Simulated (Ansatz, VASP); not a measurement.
## Two plane-wave programs on H2Rh

```
H Rh
1.0
    -1.34894    1.34894    3.30913
     1.34894   -1.34894    3.30913
     1.34894    1.34894   -3.30913
H Rh
2 1
Direct
  0.66500 0.66500 0.00000
  0.33500 0.33500 0.00000
  0.00000 0.00000 0.00000
```

Alike in both runs: task relaxation of cell and atoms; functional PBE; k mesh 8 × 8 × 8; occupations gaussian, width 0.1 eV; no spin polarisation.

```csv
,VASP,Ansatz
version,VASP 6.6.1,Ansatz 0.2.0
potentials or method,"VASP PAW PBE potentials, release 64 (H, Rh_pv), cutoff 600 eV","scalar-relativistic, plane waves, PAW"
valence electrons in the cell,17,19
```

|  | VASP | Ansatz | Ansatz less VASP |
| --- | --- | --- | --- |
| gap on the k mesh at the Fermi level, each at its own relaxed structure (eV) | none | none | - |
| relaxed volume (Å³/atom) | 6.66 | 6.66 | -0.001 |
| relaxed cell length with the largest relative difference (Å) | 3.210 | 3.212 | +0.0018 |

A gap of «none» marks a metal or a gap that the smearing closes. VASP's potentials hold 17 valence electrons a cell and Ansatz's 19, so a difference there can come from the potentials and not from the codes.

The k mesh is coarse, so the values compare programs but aren't converged. Noted on VASP's run: the volume moved by over 15 % at a fixed basis, so the end points are rough.
